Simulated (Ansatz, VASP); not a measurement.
Two plane-wave programs on KBr

```
CELL_PARAMETERS angstrom
0.00000 3.29250 3.29250
3.29250 0.00000 3.29250
3.29250 3.29250 0.00000
ATOMIC_POSITIONS crystal
K 0.00000 0.00000 0.00000
Br 0.45973 0.50000 0.50000
```

Change from the starting cell: all Br atoms moved +0.188 Å, as atom 2 towards its neighbour atom 2 (Br) at 4.656 Å.

Alike in both runs: task single point; functional r2SCAN; k mesh 6 × 6 × 6; occupations gaussian, width 0.05 eV; no spin polarisation.

|  | VASP | Ansatz |
| --- | --- | --- |
| version | VASP 6.6.1 | Ansatz 0.2.0 |
| potentials or method | VASP PAW PBE potentials, release 64 (K_sv, Br), cutoff 520 eV | scalar-relativistic, plane waves, PAW |
| valence electrons in the cell | 16 | 16 |

Ansatz gave:

* gap on the k mesh at the Fermi level (eV): 5.10
* least direct gap on the mesh (eV): 5.10
* pressure (GPa): 0.4
* traceless stress, the component that is largest in VASP (GPa): -0.27
* rms of the force components (eV/Å): 0.151

Problem. What did VASP give for the same quantities?

Solution. gap on the k mesh at the Fermi level (eV): 5.11; least direct gap on the mesh (eV): 5.11; pressure (GPa): 0.4; traceless stress, the component that is largest in VASP (GPa): -0.27; rms of the force components (eV/Å): 0.153.

VASP's potentials were made for PBE, not for r2SCAN. Atom by atom the forces differ by 0.002 eV/Å (rms over components). The functional is the same, so the differences come from potentials, cutoffs and numerics.
